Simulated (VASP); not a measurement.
# MgS in VASP: settings compared

Aim: see how the results for MgS move with the level of theory and the settings. Levels: PBE, HSE06. Tasks: single point.

Program: VASP 6.6.1. These are calculated values, not measurements. Logs are shortened: lines on timing, memory, paths and dates and some standing lists are left out, and cuts for length are marked.

### Step 1. The cell of the first run

Symmetry: I-4m2, No. 119, tetragonal system. The conventional cell has a = 4.003 Å, b = 4.003 Å, c = 5.775 Å, α = 90.00°, β = 90.00°, γ = 90.00°. Mg (site symmetry -4m2) has 4 S at 2.47 Å within 3.3 Å. S (site symmetry -4m2) has 4 Mg at 2.47 Å within 3.3 Å.

### Step 2. Single point, PBE (uniaxial z strain +2.0%)

INCAR

```
PREC = Accurate
ENCUT = 520
EDIFF = 1E-6
ISMEAR = 0
SIGMA = 0.01
LREAL = F
LASPH = T
NELM = 60
ALGO = Normal
ISIF = 2
LWAVE = F
LCHARG = F
GGA = PE
NBANDS = 11
```

KPOINTS

```
Automatic mesh
0
Gamma
  4 4 4
```

POSCAR

```
MgS
1.0
    0.0000000000      2.8308768412      2.8874943781
    2.8308768412      0.0000000000      2.8874943781
    2.8308768412      2.8308768412      0.0000000000
Mg S
1 1
Direct
    0.0000000000      0.0000000000      0.0000000000
    0.2500000000      0.2500000000      0.2500000000
```

Potentials or basis: VASP PAW PBE potentials, release 64 (Mg, S).

Command:

```
cat potpaw_PBE.64/Mg/POTCAR potpaw_PBE.64/S/POTCAR > POTCAR
mpirun -np 1 vasp_std > vasp.out
```

OUTCAR:

```text
PREC = Accurate
   ENCUT = 520
   EDIFF = 1E-6
   ISMEAR = 0
   LREAL = F
   LASPH = T
   NELM = 60
   ISIF = 2
   GGA = PE

 ion  position               nearest neighbor table
   1  0.000  0.000  0.000-   2 2.47   2 2.47   2 2.47   2 2.47
   2  0.250  0.250  0.250-   1 2.47   1 2.47   1 2.47   1 2.47

  LATTYP: Found a body centered tetragonal cell.
 ALAT       =     4.0034644222
 C/A-ratio  =     1.4424978337

  Lattice vectors:

 A1 = (  -2.8308768412,   0.0000000000,   2.8874943781)
 A2 = (   2.8308768412,   0.0000000000,   2.8874943781)
 A3 = (   0.0000000000,   2.8308768412,  -2.8874943781)

Analysis of symmetry for initial positions (statically):
=====================================================================
 Subroutine PRICEL returns:
 Original cell was already a primitive cell.

 Routine SETGRP: Setting up the symmetry group for a
 body centered tetragonal supercell.

 Subroutine GETGRP returns: Found  8 space group operations
 (whereof  8 operations were pure point group operations)
 out of a pool of 16 trial point group operations.

The static configuration has the point symmetry D_2d.

Analysis of symmetry for dynamics (positions and initial velocities):
=====================================================================
 Subroutine PRICEL returns:
 Original cell was already a primitive cell.

 Routine SETGRP: Setting up the symmetry group for a
 body centered tetragonal supercell.

 Subroutine GETGRP returns: Found  8 space group operations
 (whereof  8 operations were pure point group operations)
 out of a pool of 16 trial point group operations.

The dynamic configuration has the point symmetry D_2d.

 Subroutine INISYM returns: Found  8 space group operations
 (whereof  8 operations are pure point group operations),
 and found     1 'primitive' translations

----------------------------------------------------------------------------------------

                                     Primitive cell

  volume of cell :      46.2800

  direct lattice vectors                    reciprocal lattice vectors
     0.000000000  2.830876841  2.887494378    -0.176623721  0.176623721  0.173160510
     2.830876841  0.000000000  2.887494378     0.176623721 -0.176623721  0.173160510
     2.830876841  2.830876841  0.000000000     0.176623721  0.176623721 -0.173160510

  length of vectors
     4.043697253  4.043697253  4.003464422     0.303934927  0.303934927  0.303934927

  position of ions in fractional coordinates (direct lattice)
     0.000000000  0.000000000  0.000000000
     0.250000000  0.250000000  0.250000000

  ion indices of the primitive-cell ions
   primitive index   ion index
                 1           1
                 2           2

----------------------------------------------------------------------------------------

 KPOINTS: Automatic mesh

Automatic generation of k-mesh.
 Grid dimensions read from file:
 generate k-points for:    4    4    4

 Generating k-lattice:

  Cartesian coordinates                     Fractional coordinates (reciprocal lattice)
    -0.044155930  0.044155930  0.043290128     0.250000000  0.000000000  0.000000000
     0.044155930 -0.044155930  0.043290128     0.000000000  0.250000000  0.000000000
     0.044155930  0.044155930 -0.043290128    -0.000000000 -0.000000000  0.250000000

  Length of vectors
     0.075983732  0.075983732  0.075983732

  Shift w.r.t. Gamma in fractional coordinates (k-lattice)
     0.000000000  0.000000000  0.000000000

 Subroutine IBZKPT returns following result:
 ===========================================

 Found     13 irreducible k-points:

 Following reciprocal coordinates:
            Coordinates               Weight
  0.000000  0.000000  0.000000      1.000000
  0.250000  0.000000  0.000000      8.000000
  0.500000  0.000000  0.000000      4.000000
  0.250000  0.250000  0.000000      2.000000
  0.500000  0.250000  0.000000      8.000000
 -0.250000  0.250000  0.000000      4.000000
  0.500000  0.500000  0.000000      1.000000
  0.250000  0.000000  0.250000      4.000000
  0.500000  0.000000  0.250000     16.000000
 -0.250000 -0.000000  0.250000      8.000000
 -0.250000  0.500000  0.250000      4.000000
  0.500000  0.000000  0.500000      2.000000
 -0.250000  0.250000  0.500000      2.000000
   k-points           NKPTS =     13   k-points in BZ     NKDIM =     13   number of bands    NBANDS=     11
   number of dos      NEDOS =    301   number of ions     NIONS =      2
   total plane-waves  NPLWV =  27000
   dimension x,y,z NGX =    30 NGY =   30 NGZ =   30
   dimension x,y,z NGXF=    60 NGYF=   60 NGZF=   60
   ions per type =               1   1
   NGX,Y,Z   is equivalent  to a cutoff of  12.33, 12.33, 12.46 a.u.
   NGXF,Y,Z  is equivalent  to a cutoff of  24.67, 24.67, 24.92 a.u.
 SYSTEM =  unknown system
   PREC   = accura    normal or accurate (medium, high low for compatibility)
   ISTART =      0    job   : 0-new  1-cont  2-samecut
   ICHARG =      2    charge: 1-file 2-atom 10-const
   ISPIN  =      1    spin polarized calculation?
   LNONCOLLINEAR =      F non collinear calculations
   LSORBIT =      F    spin-orbit coupling
   LASPH  =      T    aspherical Exc in radial PAW
   ENCUT  =  520.0 eV  38.22 Ry    6.18 a.u.   7.52  7.52  7.44*2*pi/ulx,y,z
   NELM   =     60;   NELMIN=  2; NELMDL= -5     # of ELM steps
   EDIFF  = 0.1E-05   stopping-criterion for ELM
   LREAL  =      F    real-space projection
   EDIFFG = 0.1E-04   stopping-criterion for IOM
   NSW    =      0    number of steps for IOM
   IBRION =     -1    ionic relax: 0-MD 1-quasi-New 2-CG
   NFREE  =      0    steps in history (QN), initial steepest desc. (CG)
   ISIF   =      2    stress and relaxation
   ISYM   =      2    0-nonsym 1-usesym 2-fastsym
   POTIM  = 0.5000    time-step for ionic-motion
   TEBEG  =    0.0;   TEEND  =   0.0 temperature during run
   PSTRESS=    0.0 pullay stress
   NELECT =       8.0000    total number of electrons
   NUPDOWN=      -1.0000    fix difference up-down
   EMIN   =  10.00;   EMAX   =-10.00  energy-range for DOS
   EFERMI =   0.00;   METHOD = LEGACY
   ISMEAR =     0;   SIGMA  =   0.01  broadening in eV -4-tet -1-fermi 0-gaus
   EFERMI_NEDOS =   21; number of points for ismear=-14 and -15
   IALGO  =     38    algorithm
   IMIX   =      4    mixing-type and parameters
     AMIX     =   0.40;   BMIX     =  1.00
     AMIX_MAG =   1.60;   BMIX_MAG =  1.00
  volume/ion in A,a.u.               =      23.14       156.16
  Fermi-wavevector in a.u.,A,eV,Ry     =   0.911956  1.723347 11.315468  0.831663
  Thomas-Fermi vector in A             =   2.036295
   LORBIT       =      0    0 simple, 1 ext, 2 COOP (PROOUT), +10 PAW based schemes
   GGA     = PE    functional components
   LHFCALC =     F    Hartree Fock is set to
   AEXX    =    0.0000 exact exchange contribution
   IVDW    =     0    specifies the selected vdW correction
   LEPSILON=     F    determine dielectric tensor
   LRPA    =     F    only Hartree local field effects (RPA)
 non-spin polarized calculation
 Gauss-broadening in eV      SIGMA  =   0.01
  energy-cutoff  :      520.00
  volume of cell :       46.28
 maximum number of plane-waves:      1259
   NGX = 15   NGY = 15   NGZ = 15

 number of electron       8.0000001 magnetization

 Free energy of the ion-electron system (eV)
  ---------------------------------------------------
  ext. energy  EPLUGINS =         0.00000000
  ---------------------------------------------------
  free energy    TOTEN  =        -8.45795046 eV

  energy without entropy =       -8.45795046  energy(sigma->0) =       -8.45795046

 E-fermi :   1.0208     XC(G=0):  -8.3096

 val. band max:        0.9718377593   @ k =   0.0000   0.0000   0.0000
 cond. band min:       4.3078746467   @ k =   0.0000   0.0000   0.0000
 fundamental gap:      3.3360368874
 Fermi energy:         1.0208277902

 k-point     1 :       0.0000    0.0000    0.0000
  band No.  band energies     occupation
      1     -10.2484      2.00000
      2       0.9184      2.00000
      3       0.9718      2.00000
      4       0.9718      2.00000
      5       4.3079      0.00000
      6       8.8361      0.00000
      7       8.8515      0.00000
      8       8.8515      0.00000
      9      11.5672      0.00000
     10      11.9004      0.00000
     11      14.4635      0.00000

 k-point     2 :       0.2500    0.0000    0.0000
  band No.  band energies     occupation
      1      -9.9471      2.00000
      2      -0.8643      2.00000
      3       0.7494      2.00000
      4       0.8181      2.00000
      5       5.8230      0.00000
      6       8.6465      0.00000
      7       9.0100      0.00000
      8       9.1285      0.00000
      9      11.2918      0.00000
     10      11.3594      0.00000
     11      13.1167      0.00000

 k-point     3 :       0.5000    0.0000    0.0000
  band No.  band energies     occupation
      1      -9.5957      2.00000
      2      -2.1097      2.00000
      3       0.5842      2.00000
      4       0.6818      2.00000
      5       5.9843      0.00000
      6       8.4710      0.00000
      7       8.6493      0.00000
      8       9.4631      0.00000
      9      13.6760      0.00000
     10      13.9596      0.00000
     11      14.1268      0.00000
[... 113 lines left out ...]
 k-point    12 :       0.5000    0.0000    0.5000
  band No.  band energies     occupation
      1      -9.3749      2.00000
      2      -1.7744      2.00000
      3      -0.0890      2.00000
      4      -0.0812      2.00000
      5       4.8337      0.00000
      6       6.5194      0.00000
      7      11.9943      0.00000
      8      12.8656      0.00000
      9      13.2365      0.00000
     10      14.6170      0.00000
     11      14.7907      0.00000

 k-point    13 :      -0.2500    0.2500    0.5000
  band No.  band energies     occupation
      1      -9.3678      2.00000
      2      -1.2960      2.00000
      3      -0.8273      2.00000
      4      -0.3387      2.00000
      5       6.3940      0.00000
      6       8.6813      0.00000
      7       9.0559      0.00000
      8       9.2544      0.00000
      9      13.4883      0.00000
     10      14.7022      0.00000
     11      14.8675      0.00000

------------------------ aborting loop because EDIFF is reached ----------------------------------------

  FORCE on cell =-STRESS in cart. coord.  units (eV):
  Direction    XX          YY          ZZ          XY          YZ          ZX
  --------------------------------------------------------------------------------------
  -------------------------------------------------------------------------------------
  Total        0.0083945      0.0083945     -0.1296922      0.0000000      0.0000000      0.0000000
  in kB        0.2906104      0.2906104     -4.4898437      0.0000000      0.0000000      0.0000000
  external PRESSURE =      -1.3028743 kB  Pullay stress =       0.0000000 kB

 VOLUME and BASIS-vectors are now :
 -----------------------------------------------------------------------------
  energy-cutoff  :      520.00
  volume of cell :       46.28
      direct lattice vectors                 reciprocal lattice vectors
     0.000000000  2.830876841  2.887494378    -0.176623721  0.176623721  0.173160510
     2.830876841  0.000000000  2.887494378     0.176623721 -0.176623721  0.173160510
     2.830876841  2.830876841  0.000000000     0.176623721  0.176623721 -0.173160510

 POSITION                                       TOTAL-FORCE (eV/Angst)
 -----------------------------------------------------------------------------------
      0.00000      0.00000      0.00000         0.000000      0.000000     -0.000000
      1.41544      1.41544      1.44375        -0.000000     -0.000000      0.000000
 -----------------------------------------------------------------------------------
    total drift:                               -0.000000     -0.000000      0.000000

  FREE ENERGIE OF THE ION-ELECTRON SYSTEM (eV)
  ---------------------------------------------------
  free  energy   TOTEN  =        -8.4579504609 eV

  energy  without entropy=       -8.4579504609  energy(sigma->0) =       -8.45795046
```

Run time: 14 s. Hardware: 1 thread of Intel Xeon Platinum 8375C at 2.90GHz (Ice Lake), shared host; peak memory 0.16 GiB.

Results:

| Item | Value |
| --- | --- |
| Free energy | -8.4580 eV |
| Pressure | -0.1 GPa |
| Band gap on the k mesh | 3.34 eV, direct |

Levels at points of the mesh, in eV from the valence-band top:
| k point | band 1 | band 2 | band 3 | band 4 | band 5 | band 6 | band 7 | band 8 | band 9 |
| --- | --- | --- | --- | --- | --- | --- | --- | --- | --- |
| (0.00, 0.00, 0.00) | -11.22 | -0.05 | 0.00 | 0.00 | 3.34 | 7.86 | 7.88 | 7.88 | 10.60 |
| (0.50, 0.00, 0.00) | -10.57 | -3.08 | -0.39 | -0.29 | 5.01 | 7.50 | 7.68 | 8.49 | 12.70 |
| (0.50, 0.50, 0.00) | -10.38 | -2.84 | -0.97 | -0.97 | 3.91 | 5.69 | 10.80 | 12.17 | 12.17 |
| (0.50, 0.00, 0.50) | -10.35 | -2.75 | -1.06 | -1.05 | 3.86 | 5.55 | 11.02 | 11.89 | 12.26 |

Caveat: the k points lie up to 0.48 Å⁻¹ apart; the cell differs from its parent crystal (uniaxial z strain +2.0%).

(Continued in part 2 of 3.)
